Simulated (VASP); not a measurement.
# TiC (Fm-3m) in VASP: further runs

The runs below take TiC through single point, with r2SCAN, LDA.

Program: VASP 6.6.1. These are calculated values, not measurements. Logs are shortened: lines on timing, memory, paths and dates and some standing lists are left out, and cuts for length are marked.

### Step 1. The cell of the first run

Symmetry: Fm-3m, No. 225, cubic system. The conventional cell has a = 4.416 Å, b = 4.416 Å, c = 4.416 Å, α = 90.00°, β = 90.00°, γ = 90.00°. Within 2.9 Å of Ti (site symmetry m-3m) lie 6 C at 2.21 Å. Within 2.9 Å of C (site symmetry m-3m) lie 6 Ti at 2.21 Å.

### Step 2. Single point, r2SCAN

File POSCAR:

```
TiC
1.0
    0.0000000000      2.2081947028      2.2081947028
    2.2081947028      0.0000000000      2.2081947028
    2.2081947028      2.2081947028      0.0000000000
Ti C
1 1
Direct
    0.0000000000      0.0000000000      0.0000000000
    0.5000000000      0.5000000000      0.5000000000
```

File INCAR.step1:

```
ALGO = Normal
EDIFF = 1E-4
ENCUT = 520
GGA = PE
ISMEAR = -1
LASPH = T
LCHARG = F
LREAL = F
LWAVE = T
NBANDS = 15
NELM = 80
PREC = Accurate
SIGMA = 0.05
```

File INCAR.step2:

```
ALGO = Normal
EDIFF = 1E-6
ENCUT = 520
ISIF = 2
ISMEAR = -1
ISTART = 1
LASPH = T
LCHARG = F
LMIXTAU = T
LREAL = F
LWAVE = F
METAGGA = R2SCAN
NBANDS = 15
NELM = 80
PREC = Accurate
SIGMA = 0.05
```

File KPOINTS:

```
k-points
0
Gamma
  11 11 11
```

Potentials or basis: VASP PAW PBE potentials, release 64 (Ti_sv, C).

Started as:

```bash
$ cat potpaw_PBE.64/Ti_sv/POTCAR potpaw_PBE.64/C/POTCAR > POTCAR
$ cp INCAR.step1 INCAR
$ mpirun -np 1 vasp_std > vasp.out
$ cp INCAR.step2 INCAR
$ mpirun -np 1 vasp_std > vasp.out
```

OUTCAR:

```text
EDIFF = 1E-6
   ENCUT = 520
   ISIF = 2
   ISMEAR = -1
   ISTART = 1
   LASPH = T
   LREAL = F
   METAGGA = R2SCAN
   NELM = 80
   PREC = Accurate

 ion  position               nearest neighbor table
   1  0.000  0.000  0.000-   2 2.21   2 2.21   2 2.21   2 2.21   2 2.21   2 2.21
   2  0.500  0.500  0.500-   1 2.21   1 2.21   1 2.21   1 2.21   1 2.21   1 2.21

  LATTYP: Found a face centered cubic cell.
 ALAT       =     4.4163894056

  Lattice vectors:

 A1 = (   0.0000000000,   2.2081947028,   2.2081947028)
 A2 = (   2.2081947028,   0.0000000000,   2.2081947028)
 A3 = (   2.2081947028,   2.2081947028,   0.0000000000)

Analysis of symmetry for initial positions (statically):
=====================================================================
 Subroutine PRICEL returns:
 Original cell was already a primitive cell.

 Routine SETGRP: Setting up the symmetry group for a
 face centered cubic supercell.

 Subroutine GETGRP returns: Found 48 space group operations
[... 9 lines left out ...]

 Routine SETGRP: Setting up the symmetry group for a
 face centered cubic supercell.

 Subroutine GETGRP returns: Found 48 space group operations
[... 11 lines left out ...]
                                     Primitive cell

  volume of cell :      21.5349

  direct lattice vectors                    reciprocal lattice vectors
     0.000000000  2.208194703  2.208194703    -0.226429309  0.226429309  0.226429309
     2.208194703  0.000000000  2.208194703     0.226429309 -0.226429309  0.226429309
     2.208194703  2.208194703  0.000000000     0.226429309  0.226429309 -0.226429309

  length of vectors
     3.122858897  3.122858897  3.122858897     0.392187067  0.392187067  0.392187067

  position of ions in fractional coordinates (direct lattice)
[... 8 lines left out ...]
----------------------------------------------------------------------------------------

 KPOINTS: k-points

Automatic generation of k-mesh.
 Grid dimensions read from file:
 generate k-points for:   11   11   11

 Generating k-lattice:

  Cartesian coordinates                     Fractional coordinates (reciprocal lattice)
    -0.020584483  0.020584483  0.020584483     0.090909091  0.000000000  0.000000000
     0.020584483 -0.020584483  0.020584483     0.000000000  0.090909091  0.000000000
     0.020584483  0.020584483 -0.020584483     0.000000000  0.000000000  0.090909091

  Length of vectors
     0.035653370  0.035653370  0.035653370

  Shift w.r.t. Gamma in fractional coordinates (k-lattice)
     0.000000000  0.000000000  0.000000000

 Subroutine IBZKPT returns following result:
 ===========================================

 Found     56 irreducible k-points:

 Following reciprocal coordinates:
            Coordinates               Weight
  0.000000  0.000000  0.000000      1.000000
  0.090909  0.000000  0.000000      8.000000
  0.181818  0.000000  0.000000      8.000000
  0.272727  0.000000  0.000000      8.000000
  0.363636  0.000000  0.000000      8.000000
  0.454545  0.000000  0.000000      8.000000
[... 16 lines left out ...]
 -0.272727  0.181818  0.000000     24.000000
 -0.181818  0.181818  0.000000     12.000000
 [... further k-points ...]
   k-points           NKPTS =     56   k-points in BZ     NKDIM =     56   number of bands    NBANDS=     15
   number of dos      NEDOS =    301   number of ions     NIONS =      2
   total plane-waves  NPLWV =  13824
   dimension x,y,z NGX =    24 NGY =   24 NGZ =   24
   dimension x,y,z NGXF=    48 NGYF=   48 NGZF=   48
   ions per type =               1   1
   NGX,Y,Z   is equivalent  to a cutoff of  12.78, 12.78, 12.78 a.u.
   NGXF,Y,Z  is equivalent  to a cutoff of  25.55, 25.55, 25.55 a.u.
 SYSTEM =  unknown system
   PREC   = accura    normal or accurate (medium, high low for compatibility)
   ISTART =      1    job   : 0-new  1-cont  2-samecut
   ICHARG =      0    charge: 1-file 2-atom 10-const
   ISPIN  =      1    spin polarized calculation?
   LNONCOLLINEAR =      F non collinear calculations
   LSORBIT =      F    spin-orbit coupling
   LASPH  =      T    aspherical Exc in radial PAW
   ENCUT  =  520.0 eV  38.22 Ry    6.18 a.u.   5.81  5.81  5.81*2*pi/ulx,y,z
   NELM   =     80;   NELMIN=  2; NELMDL=  0     # of ELM steps
   EDIFF  = 0.1E-05   stopping-criterion for ELM
   LREAL  =      F    real-space projection
   EDIFFG = 0.1E-04   stopping-criterion for IOM
   NSW    =      0    number of steps for IOM
   IBRION =     -1    ionic relax: 0-MD 1-quasi-New 2-CG
   NFREE  =      0    steps in history (QN), initial steepest desc. (CG)
   ISIF   =      2    stress and relaxation
   ISYM   =      2    0-nonsym 1-usesym 2-fastsym
   POTIM  = 0.5000    time-step for ionic-motion
   TEBEG  =    0.0;   TEEND  =   0.0 temperature during run
   PSTRESS=    0.0 pullay stress
   NELECT =      16.0000    total number of electrons
   NUPDOWN=      -1.0000    fix difference up-down
   EMIN   =  10.00;   EMAX   =-10.00  energy-range for DOS
   EFERMI =   0.00;   METHOD = LEGACY
   ISMEAR =    -1;   SIGMA  =   0.05  broadening in eV -4-tet -1-fermi 0-gaus
   EFERMI_NEDOS =   21; number of points for ismear=-14 and -15
   IALGO  =     38    algorithm
   IMIX   =      4    mixing-type and parameters
     AMIX     =   0.40;   BMIX     =  1.00
     AMIX_MAG =   1.60;   BMIX_MAG =  1.00
  volume/ion in A,a.u.               =      10.77        72.66
  Fermi-wavevector in a.u.,A,eV,Ry     =   1.482748  2.801988 29.912991  2.198543
  Thomas-Fermi vector in A             =   2.596496
   LORBIT       =      0    0 simple, 1 ext, 2 COOP (PROOUT), +10 PAW based schemes
   METAGGA = R2SCAN    functional components
   LHFCALC =     F    Hartree Fock is set to
   AEXX    =    0.0000 exact exchange contribution
   IVDW    =     0    specifies the selected vdW correction
   LEPSILON=     F    determine dielectric tensor
   LRPA    =     F    only Hartree local field effects (RPA)
 non-spin polarized calculation
  energy-cutoff  :      520.00
  volume of cell :       21.53
 maximum number of plane-waves:       595
   NGX = 11   NGY = 11   NGZ = 11

 number of electron      15.9999998 magnetization

 Free energy of the ion-electron system (eV)
  ---------------------------------------------------
  ext. energy  EPLUGINS =         0.00000000
  ---------------------------------------------------
  free energy    TOTEN  =       -24.81860924 eV

  energy without entropy =      -24.81592039  energy(sigma->0) =      -24.81726481

 E-fermi :   8.8981     XC(G=0): -13.2541

 val. band max:        8.7528011936   @ k =   0.0909   0.0000   0.0000
 cond. band min:       8.9097030298   @ k =   0.1818   0.1818   0.0000
 fundamental gap:      0.1569018363
 Fermi energy:         8.8980967174

 k-point     1 :       0.0000    0.0000    0.0000
  band No.  band energies     occupation
      1     -50.3461      2.00000
      2     -25.3490      2.00000
      3     -25.3490      2.00000
      4     -25.3490      2.00000
      5      -4.1088      2.00000
      6       9.6489      0.00000
      7       9.6489      0.00000
      8       9.6489      0.00000
      9      10.4021      0.00000
     10      10.4021      0.00000
     11      10.4100      0.00000
     12      10.4100      0.00000
     13      10.4100      0.00000
     14      19.1476      0.00000
     15      23.4170      0.00000

 k-point     2 :       0.0909    0.0000    0.0000
  band No.  band energies     occupation
      1     -50.3416      2.00000
      2     -25.3827      2.00000
      3     -25.3522      2.00000
      4     -25.3522      2.00000
      5      -3.9317      2.00000
      6       8.7528      1.89628
      7       8.9389      0.61298
      8       8.9389      0.61284
      9       9.9006      0.00000
     10       9.9006      0.00000
     11      10.8667      0.00000
     12      11.8806      0.00000
     13      11.8806      0.00000
     14      19.5034      0.00000
     15      23.3648      0.00000

 k-point     3 :       0.1818    0.0000    0.0000
  band No.  band energies     occupation
      1     -50.3294      2.00000
      2     -25.4722      2.00000
      3     -25.3606      2.00000
      4     -25.3605      2.00000
      5      -3.4226      2.00000
      6       7.2578      2.00000
      7       7.7853      2.00000
      8       7.7853      2.00000
      9      10.2509      0.00000
     10      10.2509      0.00000
     11      11.3167      0.00000
     12      13.4090      0.00000
     13      13.4090      0.00000
     14      20.1059      0.00000
     15      23.1247      0.00000

 k-point     4 :       0.2727    0.0000    0.0000
  band No.  band energies     occupation
      1     -50.3134      2.00000
      2     -25.5876      2.00000
      3     -25.3715      2.00000
      4     -25.3715      2.00000
      5      -2.6497      2.00000
      6       5.6551      2.00000
      7       6.8679      2.00000
      8       6.8679      2.00000
      9      10.7741      0.00000
     10      10.7741      0.00000
     11      11.7553      0.00000
     12      14.8346      0.00000
     13      14.8346      0.00000
     14      19.6715      0.00000
     15      23.5954      0.00000
[... 307 lines left out ...]
 k-point    22 :      -0.3636    0.1818    0.0000
  band No.  band energies     occupation
      1     -50.2845      2.00000
      2     -25.6959      2.00000
      3     -25.4777      2.00000
      4     -25.3976      2.00000
      5      -1.2044      2.00000
      6       3.8475      2.00000
      7       5.9254      2.00000
      8       6.0911      2.00000
      9      11.3961      0.00000
     10      11.6743      0.00000
     11      12.5834      0.00000
     12      14.6228      0.00000
     13      16.4131      0.00000
     14      19.3230      0.00000
     15      22.9803      0.00000

 k-point    23 :      -0.2727    0.1818    0.0000
  band No.  band energies     occupation
      1     -50.2943      2.00000
      2     -25.6412      2.00000
      3     -25.4690      2.00000
      4     -25.3798      2.00000
      5      -1.7775      2.00000
      6       4.5420      2.00000
      7       6.2127      2.00000
      8       6.3421      2.00000
      9      10.8997      0.00000
     10      11.7041      0.00000
     11      12.5438      0.00000
     12      13.7414      0.00000
     13      16.5139      0.00000
     14      20.0060      0.00000
     15      22.5635      0.00000

 k-point    24 :      -0.1818    0.1818    0.0000
  band No.  band energies     occupation
      1     -50.3080      2.00000
      2     -25.5739      2.00000
      3     -25.4372      2.00000
      4     -25.3649      2.00000
      5      -2.4740      2.00000
      6       5.4983      2.00000
      7       6.5779      2.00000
      8       6.9339      2.00000
      9      10.4615      0.00000
     10      11.4038      0.00000
     11      12.3593      0.00000
     12      13.0058      0.00000
     13      15.8816      0.00000
     14      20.6829      0.00000
     15      22.4207      0.00000

 [... further k-points ...]
[... 5 lines left out ...]
  --------------------------------------------------------------------------------------
  -------------------------------------------------------------------------------------
  Total       -1.7869625     -1.7869625     -1.7869625      0.0000000      0.0000000      0.0000000
  in kB     -132.9486472   -132.9486472   -132.9486472      0.0000000      0.0000000      0.0000000
  external PRESSURE =    -132.9486472 kB  Pullay stress =       0.0000000 kB

 VOLUME and BASIS-vectors are now :
 -----------------------------------------------------------------------------
  energy-cutoff  :      520.00
  volume of cell :       21.53
      direct lattice vectors                 reciprocal lattice vectors
     0.000000000  2.208194703  2.208194703    -0.226429309  0.226429309  0.226429309
     2.208194703  0.000000000  2.208194703     0.226429309 -0.226429309  0.226429309
     2.208194703  2.208194703  0.000000000     0.226429309  0.226429309 -0.226429309

 POSITION                                       TOTAL-FORCE (eV/Angst)
 -----------------------------------------------------------------------------------
      0.00000      0.00000      0.00000        -0.000000     -0.000000     -0.000000
      2.20819      2.20819      2.20819         0.000000      0.000000      0.000000
 -----------------------------------------------------------------------------------
    total drift:                                0.000000     -0.000000     -0.000000

  FREE ENERGIE OF THE ION-ELECTRON SYSTEM (eV)
  ---------------------------------------------------
  free  energy   TOTEN  =       -24.8186092350 eV

  energy  without entropy=      -24.8159203912  energy(sigma->0) =      -24.81726481
```

Run time: 43 s. Hardware: 1 thread of Intel Xeon Platinum 8488C (Sapphire Rapids), shared host; peak memory 0.15 GiB.

Results:

```
Free energy            : -24.8186 eV
Pressure               : -13.3 GPa
Band gap on the k mesh : zero (band 8 reaches 9.65 eV, above the bottom of band 9 at 8.36 eV)
```

Levels at points of the mesh, in eV from the Fermi level:
```tsv
k point	band 5	band 6	band 7	band 8	band 9	band 10	band 11	band 12
(0.00, 0.00, 0.00)	-13.01	0.75	0.75	0.75	1.50	1.50	1.51	1.51
```

Caveat: the PAW data sets were made with another functional, which shifts forces and pressure a little.

### Step 3. Single point, LDA

This run uses another cell than the first one, of 9.55 Å³/atom, 0.887 times its volume.

File INCAR:

```
SYSTEM = TiC
PREC = Accurate ; ENCUT = 520
EDIFF = 1E-7 ; ISMEAR = -1
SIGMA = 0.05 ; LREAL = .FALSE.
LASPH = .TRUE. ; NELM = 100
ALGO = Normal ; ISIF = 2
LWAVE = .FALSE. ; LCHARG = .FALSE.
GGA = CA ; NBANDS = 15
```

File KPOINTS:

```
Automatic mesh
0
G
  11 11 11
  0 0 0
```

File POSCAR:

```
TiC
1.0
    3.0002655191      0.0000000000      0.0000000000
    1.5001327596      2.5983061577      0.0000000000
    1.5001327596      0.8661020526      2.4497065382
Ti C
1 1
Direct
    0.0000000000      0.0000000000      0.0000000000
    0.5000000000      0.5000000000      0.5000000000
```

Potentials or basis: VASP PAW LDA potentials, release 64 (Ti_sv, C).

Started as:

```bash
$ cat potpaw_LDA.64/Ti_sv/POTCAR potpaw_LDA.64/C/POTCAR > POTCAR
$ mpirun -np 1 vasp_std > vasp.out
```

Run time: 28 s. Hardware: 1 thread of Intel Xeon Platinum 8375C at 2.90GHz (Ice Lake), shared host; peak memory 0.13 GiB.

It converged, with:

```
Free energy            : -20.5357 eV
Pressure               : 4.4 GPa
Band gap on the k mesh : zero (band 8 reaches 10.63 eV, above the bottom of band 9 at 9.56 eV)
```

Levels at points of the mesh, in eV from the Fermi level:
```tsv
k point	band 4	band 5	band 6	band 7	band 8	band 9	band 10	band 11	band 12	band 13
(0.00, 0.00, 0.00)	-32.14	-12.55	0.59	0.59	0.59	1.71	1.71	1.71	1.78	1.78
```
